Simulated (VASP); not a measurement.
A run of VASP 6.6.1:

File INCAR:

```
SYSTEM = LiTiH3
PREC = Accurate ; ENCUT = 520
EDIFF = 1E-6 ; ISMEAR = 0
SIGMA = 0.1 ; LREAL = .False.
LASPH = .True. ; NELM = 100
ALGO = Normal ; ISIF = 2
LWAVE = .False. ; LCHARG = .True.
GGA = PE ; LELF = .True.
LVHAR = .True. ; NBANDS = 29
```

Contents of KPOINTS:

```
Automatic mesh
0
Gamma
  12 12 12
  0 0 0
```

The input POSCAR:

```
LiTiH3
1.0
   -2.4614496722      2.4614496722      3.6279182851
    2.4614496722     -2.4614496722      3.6279182851
    2.4614496722      2.4614496722     -3.6279182851
Li Ti H
2 2 6
Direct
    0.7500000000      0.2500000000      0.5000000000
    0.2500000000      0.7500000000      0.5000000000
    0.5000000000      0.5000000000      0.0000000000
    0.0000000000      0.0000000000      0.0000000000
    0.3361338917      0.8361338917      0.1722677834
    0.8361338917      0.6638661083      0.5000000000
    0.7500000000      0.7500000000      0.0000000000
    0.6638661083      0.1638661083      0.8277322166
    0.1638661083      0.3361338917      0.5000000000
    0.2500000000      0.2500000000      0.0000000000
```

Potentials or basis: VASP PAW PBE potentials, release 64 (Li_sv, Ti_sv, H).

Run with:

```sh
$ cat potpaw_PBE.64/Li_sv/POTCAR potpaw_PBE.64/Ti_sv/POTCAR potpaw_PBE.64/H/POTCAR > POTCAR
$ mpirun -np 1 vasp_std > vasp.out
```

Hardware: 1 thread of Intel(R) Xeon(R) Platinum 8488C (Sapphire Rapids), with other jobs on the host.

How long does it take, and how much memory?

It took 7.8 min on 1 thread of Intel(R) Xeon(R) Platinum 8488C (Sapphire Rapids) (shared host), peak memory 0.49 GiB. Counts: scf iterations 14, k points 163.
